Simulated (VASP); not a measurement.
# BaZrO3 (Pm-3m) in VASP: single point with HSE06

Aim: the single point of BaZrO3 with HSE06.

Program: VASP 6.6.1. These are calculated values, not measurements. Logs are shortened: lines on timing, memory, paths and dates and some standing lists are left out, and cuts for length are marked.

### 1 The cell of the first run

It takes space group Pm-3m (No. 221, cubic). The conventional cell has a = 4.181 Å, b = 4.181 Å, c = 4.181 Å, α = 90.00°, β = 90.00°, γ = 90.00°. Within 3.9 Å of Ba (site symmetry m-3m) lie 12 O at 2.96 Å and 8 Zr at 3.62 Å. Within 2.8 Å of Zr (site symmetry m-3m) lie 6 O at 2.09 Å. Within 2.8 Å of O (site symmetry 4/mmm) lie 2 Zr at 2.09 Å.

### 2 Single point, HSE06

POSCAR reads:

```
BaZrO3
1.0
    8.3619610000      0.0000000000      0.0000000000
    0.0000000000      8.3619610000      0.0000000000
    0.0000000000      0.0000000000      8.3619610000
Ba Zr O
8 8 24
Direct
    0.0000000000      0.0000000000      0.0000000000
    0.0000000000      0.0000000000      0.5000000000
    0.0000000000      0.5000000000      0.0000000000
    0.0000000000      0.5000000000      0.5000000000
    0.5000000000      0.0000000000      0.0000000000
    0.5000000000      0.0000000000      0.5000000000
    0.5000000000      0.5000000000      0.0000000000
    0.5000000000      0.5000000000      0.5000000000
    0.2500000000      0.2500000000      0.2500000000
    0.2500000000      0.2500000000      0.7500000000
    0.2500000000      0.7500000000      0.2500000000
    0.2500000000      0.7500000000      0.7500000000
    0.7500000000      0.2500000000      0.2500000000
    0.7500000000      0.2500000000      0.7500000000
    0.7500000000      0.7500000000      0.2500000000
    0.7500000000      0.7500000000      0.7500000000
    0.2500000000      0.2500000000      0.0000000000
    0.2500000000      0.2500000000      0.5000000000
    0.2500000000      0.7500000000      0.0000000000
    0.2500000000      0.7500000000      0.5000000000
    0.7500000000      0.2500000000      0.0000000000
    0.7500000000      0.2500000000      0.5000000000
    0.7500000000      0.7500000000      0.0000000000
    0.7500000000      0.7500000000      0.5000000000
    0.0000000000      0.2500000000      0.2500000000
    0.0000000000      0.2500000000      0.7500000000
    0.0000000000      0.7500000000      0.2500000000
    0.0000000000      0.7500000000      0.7500000000
    0.5000000000      0.2500000000      0.2500000000
    0.5000000000      0.2500000000      0.7500000000
    0.5000000000      0.7500000000      0.2500000000
    0.5000000000      0.7500000000      0.7500000000
    0.2500000000      0.0000000000      0.2500000000
    0.2500000000      0.0000000000      0.7500000000
    0.2500000000      0.5000000000      0.2500000000
    0.2500000000      0.5000000000      0.7500000000
    0.7500000000      0.0000000000      0.2500000000
    0.7500000000      0.0000000000      0.7500000000
    0.7500000000      0.5000000000      0.2500000000
    0.7500000000      0.5000000000      0.7500000000
```

INCAR.step1 reads:

```
ALGO     = Normal         # electronic algorithm
EDIFF    = 1E-5           # SCF threshold, eV
ENCUT    = 520            # plane-wave cutoff, eV
GGA      = PE             # functional
ISIF     = 2              # what is computed and relaxed
ISMEAR   = -1             # smearing method
LASPH    = T              # aspherical terms in the spheres
LCHARG   = F              # write CHGCAR
LREAL    = Auto         
LWAVE    = T              # write WAVECAR
NBANDS   = 186            # bands
NELM     = 60             # most SCF steps
PREC     = Accurate       # precision mode
SIGMA    = 0.05           # smearing width, eV
```

INCAR.step2 reads:

```
ALGO     = Normal         # electronic algorithm
EDIFF    = 1E-7           # SCF threshold, eV
ENCUT    = 520            # plane-wave cutoff, eV
GGA      = PE             # functional
HFSCREEN = 0.2079         # screening, 1/A
ISIF     = 2              # what is computed and relaxed
ISMEAR   = -1             # smearing method
ISTART   = 1            
LASPH    = T              # aspherical terms in the spheres
LCHARG   = F              # write CHGCAR
LHFCALC  = T              # exact exchange
LREAL    = Auto         
LWAVE    = F              # write WAVECAR
NBANDS   = 186            # bands
NELM     = 60             # most SCF steps
PREC     = Accurate       # precision mode
PRECFOCK = Fast         
SIGMA    = 0.05           # smearing width, eV
```

KPOINTS reads:

```
k-points
0
Gamma
  1 1 1
```

Potentials or basis: VASP PAW PBE potentials, release 64 (Ba_sv, Zr_sv, O).

On the command line:

```console
$ cat potpaw_PBE.64/Ba_sv/POTCAR potpaw_PBE.64/Zr_sv/POTCAR potpaw_PBE.64/O/POTCAR > POTCAR
$ cp INCAR.step1 INCAR
$ mpirun -np 1 vasp_gam > vasp.out
$ cp INCAR.step2 INCAR
$ mpirun -np 1 vasp_gam > vasp.out
```

OUTCAR:

```text
EDIFF = 1E-7
   ENCUT = 520
   GGA = PE
   HFSCREEN = 0.2079
   ISIF = 2
   ISMEAR = -1
   ISTART = 1
   LASPH = T
   LHFCALC = T
   LREAL = Auto
   NELM = 60
   PREC = Accurate
   PRECFOCK = Fast

 ion  position               nearest neighbor table
   1  0.000  0.000  0.000-  17 2.96  19 2.96  21 2.96  23 2.96  25 2.96  26 2.96  27 2.96  28 2.96
                            33 2.96  34 2.96  37 2.96  38 2.96  13 3.62  14 3.62  15 3.62  16 3.62
   2  0.000  0.000  0.500-  18 2.96  20 2.96  22 2.96  24 2.96  25 2.96  26 2.96  27 2.96  28 2.96
                            33 2.96  34 2.96  37 2.96  38 2.96  13 3.62  14 3.62  15 3.62  16 3.62
   3  0.000  0.500  0.000-  17 2.96  19 2.96  21 2.96  23 2.96  25 2.96  26 2.96  27 2.96  28 2.96
                            35 2.96  36 2.96  39 2.96  40 2.96  13 3.62  14 3.62  15 3.62  16 3.62
   4  0.000  0.500  0.500-  18 2.96  20 2.96  22 2.96  24 2.96  25 2.96  26 2.96  27 2.96  28 2.96
                            35 2.96  36 2.96  39 2.96  40 2.96  13 3.62  14 3.62  15 3.62  16 3.62
   5  0.500  0.000  0.000-  17 2.96  19 2.96  21 2.96  23 2.96  29 2.96  30 2.96  31 2.96  32 2.96
                            33 2.96  34 2.96  37 2.96  38 2.96  13 3.62  14 3.62  15 3.62  16 3.62
   6  0.500  0.000  0.500-  18 2.96  20 2.96  22 2.96  24 2.96  29 2.96  30 2.96  31 2.96  32 2.96
                            33 2.96  34 2.96  37 2.96  38 2.96  13 3.62  14 3.62  15 3.62  16 3.62
   7  0.500  0.500  0.000-  17 2.96  19 2.96  21 2.96  23 2.96  29 2.96  30 2.96  31 2.96  32 2.96
                            35 2.96  36 2.96  39 2.96  40 2.96  13 3.62  14 3.62  15 3.62  16 3.62
   8  0.500  0.500  0.500-  18 2.96  20 2.96  22 2.96  24 2.96  29 2.96  30 2.96  31 2.96  32 2.96
                            35 2.96  36 2.96  39 2.96  40 2.96  13 3.62  14 3.62  15 3.62  16 3.62
   9  0.250  0.250  0.250-  17 2.09  18 2.09  25 2.09  29 2.09  33 2.09  35 2.09   7 3.62   8 3.62
[... 45 lines left out ...]
 A1 = (   8.3619610000,   0.0000000000,   0.0000000000)
 A2 = (   0.0000000000,   8.3619610000,   0.0000000000)
 A3 = (   0.0000000000,   0.0000000000,   8.3619610000)

Analysis of symmetry for initial positions (statically):
=====================================================================
 Subroutine PRICEL returns following result:

  LATTYP: Found a simple cubic cell.
 ALAT       =     4.1809805000

  Lattice vectors:

 A1 = (   4.1809805000,   0.0000000000,   0.0000000000)
 A2 = (   0.0000000000,   4.1809805000,   0.0000000000)
 A3 = (   0.0000000000,   0.0000000000,   4.1809805000)

   8 primitive cells build up your supercell.

 Routine SETGRP: Setting up the symmetry group for a
 simple cubic supercell.

 Subroutine GETGRP returns: Found 48 space group operations
 (whereof 48 operations were pure point group operations)
 out of a pool of 48 trial point group operations.

The static configuration has the point symmetry O_h .

Analysis of symmetry for dynamics (positions and initial velocities):
=====================================================================
 Subroutine PRICEL returns following result:

  LATTYP: Found a simple cubic cell.
 ALAT       =     4.1809805000

  Lattice vectors:

 A1 = (   4.1809805000,   0.0000000000,   0.0000000000)
 A2 = (   0.0000000000,   4.1809805000,   0.0000000000)
 A3 = (   0.0000000000,   0.0000000000,   4.1809805000)

   8 primitive cells build up your supercell.

 Routine SETGRP: Setting up the symmetry group for a
 simple cubic supercell.

 Subroutine GETGRP returns: Found 48 space group operations
 (whereof 48 operations were pure point group operations)
 out of a pool of 48 trial point group operations.

The dynamic configuration has the point symmetry O_h .

 Subroutine INISYM returns: Found 48 space group operations
 (whereof 48 operations are pure point group operations),
 and found     8 'primitive' translations

----------------------------------------------------------------------------------------

                                     Primitive cell

  volume of cell :      73.0860

  direct lattice vectors                    reciprocal lattice vectors
[... 36 lines left out ...]

  Length of vectors
     0.119589173  0.119589173  0.119589173

  Shift w.r.t. Gamma in fractional coordinates (k-lattice)
     0.000000000  0.000000000  0.000000000

 Subroutine IBZKPT returns following result:
 ===========================================

 Found      1 irreducible k-points:

 Following reciprocal coordinates:
            Coordinates               Weight
  0.000000  0.000000  0.000000      1.000000
   k-points           NKPTS =      1   k-points in BZ     NKDIM =      1   number of bands    NBANDS=    186
   number of dos      NEDOS =    301   number of ions     NIONS =     40
   total plane-waves  NPLWV = 262144
   dimension x,y,z NGX =    64 NGY =   64 NGZ =   64
   dimension x,y,z NGXF=   128 NGYF=  128 NGZF=  128
   ions per type =               8   8  24
   NGX,Y,Z   is equivalent  to a cutoff of  12.72, 12.72, 12.72 a.u.
   NGXF,Y,Z  is equivalent  to a cutoff of  25.45, 25.45, 25.45 a.u.
 SYSTEM =  unknown system
   PREC   = accura    normal or accurate (medium, high low for compatibility)
   ISTART =      1    job   : 0-new  1-cont  2-samecut
   ICHARG =      0    charge: 1-file 2-atom 10-const
   ISPIN  =      1    spin polarized calculation?
   LNONCOLLINEAR =      F non collinear calculations
   LSORBIT =      F    spin-orbit coupling
   LASPH  =      T    aspherical Exc in radial PAW
   ENCUT  =  520.0 eV  38.22 Ry    6.18 a.u.  15.55 15.55 15.55*2*pi/ulx,y,z
   NELM   =     60;   NELMIN=  2; NELMDL=  0     # of ELM steps
   EDIFF  = 0.1E-06   stopping-criterion for ELM
   LREAL  =      T    real-space projection
   EDIFFG = 0.1E-05   stopping-criterion for IOM
   NSW    =      0    number of steps for IOM
   IBRION =     -1    ionic relax: 0-MD 1-quasi-New 2-CG
   NFREE  =      0    steps in history (QN), initial steepest desc. (CG)
   ISIF   =      2    stress and relaxation
   ISYM   =      3    0-nonsym 1-usesym 2-fastsym
   POTIM  = 0.5000    time-step for ionic-motion
   TEBEG  =    0.0;   TEEND  =   0.0 temperature during run
   PSTRESS=    0.0 pullay stress
   NELECT =     320.0000    total number of electrons
   NUPDOWN=      -1.0000    fix difference up-down
   EMIN   =  10.00;   EMAX   =-10.00  energy-range for DOS
   EFERMI =   0.00;   METHOD = LEGACY
   ISMEAR =    -1;   SIGMA  =   0.05  broadening in eV -4-tet -1-fermi 0-gaus
   EFERMI_NEDOS =   21; number of points for ismear=-14 and -15
   IALGO  =     38    algorithm
   IMIX   =      1    mixing-type and parameters
     AMIX     =   0.40;   BMIX     =  1.00
     AMIX_MAG =   1.60;   BMIX_MAG =  1.00
  volume/ion in A,a.u.               =      14.62        98.64
  Fermi-wavevector in a.u.,A,eV,Ry     =   1.339111  2.530553 24.398228  1.793219
  Thomas-Fermi vector in A             =   2.467529
   LORBIT       =      0    0 simple, 1 ext, 2 COOP (PROOUT), +10 PAW based schemes
   GGA     = PE    functional components
   LHFCALC =     T    Hartree Fock is set to
   PRECFOCK=fast      Normal, Fast or Accurate (Low or Medium for compatibility)
   ENCUT4O =  -1.0   cutoff for four orbital integrals eV
   NKREDX  =     1    reduce k-point grid by
   NKREDY  =     1    reduce k-point grid by
   NKREDZ  =     1    reduce k-point grid by
   AEXX    =    0.2500 exact exchange contribution
   HFSCREEN=    0.2079 screening length (either q_TF or 0.3 A-1)
   HFSCREENC=   0.2079 screening length for correlation (either q_TF or 0.3 A-1)
   ENCUTFOCK=  -1.0 apply spherical cutoff to Coloumb kernel
   IVDW    =     0    specifies the selected vdW correction
   LEPSILON=     F    determine dielectric tensor
   LRPA    =     F    only Hartree local field effects (RPA)
 non-spin polarized calculation
  energy-cutoff  :      520.00
  volume of cell :      584.69
 maximum number of plane-waves:      7830
 NGX is ok and might be reduce to    64
  NGX = 32; NGY = 32; NGZ = 32

 number of electron     320.0000036 magnetization

 Free energy of the ion-electron system (eV)
  ---------------------------------------------------
  ext. energy  EPLUGINS =         0.00000000
  ---------------------------------------------------
  free energy    TOTEN  =      -394.57806258 eV

  energy without entropy =     -394.57806258  energy(sigma->0) =     -394.57806258

 E-fermi :   4.2476     XC(G=0):  -8.8936

 val. band max:        2.8864715482   @ k =   0.0000   0.0000   0.0000
 cond. band min:       7.4312512196   @ k =   0.0000   0.0000   0.0000
 fundamental gap:      4.5447796714
 Fermi energy:         4.2475523025

 k-point     1 :       0.0000    0.0000    0.0000
  band No.  band energies     occupation
      1     -47.2362      2.00000
      2     -47.2323      2.00000
      3     -47.2323      2.00000
      4     -47.2323      2.00000
      5     -47.2284      2.00000
      6     -47.2284      2.00000
[... 164 lines left out ...]
    171      10.1488      0.00000
    172      10.1488      0.00000
 [bands above 172 left out]

------------------------ aborting loop because EDIFF is reached ----------------------------------------

  FORCE on cell =-STRESS in cart. coord.  units (eV):
  Direction    XX          YY          ZZ          XY          YZ          ZX
  --------------------------------------------------------------------------------------
  -------------------------------------------------------------------------------------
  Total       13.9994274     13.9994274     13.9994274     -0.0000000      0.0000000     -0.0000000
  in kB       38.3615760     38.3615760     38.3615760     -0.0000000      0.0000000     -0.0000000
  external PRESSURE =      38.3615760 kB  Pullay stress =       0.0000000 kB

 VOLUME and BASIS-vectors are now :
 -----------------------------------------------------------------------------
  energy-cutoff  :      520.00
  volume of cell :      584.69
      direct lattice vectors                 reciprocal lattice vectors
     8.361961000  0.000000000  0.000000000     0.119589173  0.000000000  0.000000000
     0.000000000  8.361961000  0.000000000     0.000000000  0.119589173  0.000000000
     0.000000000  0.000000000  8.361961000     0.000000000  0.000000000  0.119589173

 POSITION                                       TOTAL-FORCE (eV/Angst)
 -----------------------------------------------------------------------------------
      0.00000      0.00000      0.00000         0.000000     -0.000000     -0.000000
      0.00000      0.00000      4.18098        -0.000000     -0.000000     -0.000000
      0.00000      4.18098      0.00000         0.000000     -0.000000     -0.000000
      0.00000      4.18098      4.18098        -0.000000     -0.000000     -0.000000
      4.18098      0.00000      0.00000        -0.000000     -0.000000      0.000000
      4.18098      0.00000      4.18098        -0.000000     -0.000000     -0.000000
[... 32 lines left out ...]
      6.27147      4.18098      2.09049         0.000000      0.000000     -0.000000
      6.27147      4.18098      6.27147         0.000000      0.000000     -0.000000
 -----------------------------------------------------------------------------------
    total drift:                                0.000001     -0.000001     -0.000000

  FREE ENERGIE OF THE ION-ELECTRON SYSTEM (eV)
  ---------------------------------------------------
  free  energy   TOTEN  =      -394.5780625829 eV

  energy  without entropy=     -394.5780625829  energy(sigma->0) =     -394.57806258
```

Run time: 17 min. Hardware: 1 thread of Intel Xeon Platinum 8259CL at 2.50GHz (Skylake/Cascade Lake), shared host; peak memory 0.87 GiB.

What came out:

```
Free energy            : -394.5781 eV
Pressure               : 3.8 GPa
Band gap on the k mesh : 4.54 eV
```

Caveat: the k points lie up to 0.75 Å⁻¹ apart; the PAW data sets were made with another functional, which shifts forces and pressure a little; spin-orbit coupling is left out, which moves the levels of the heavy elements; an odd mesh through Γ misses points on the zone boundary, where band edges can lie.
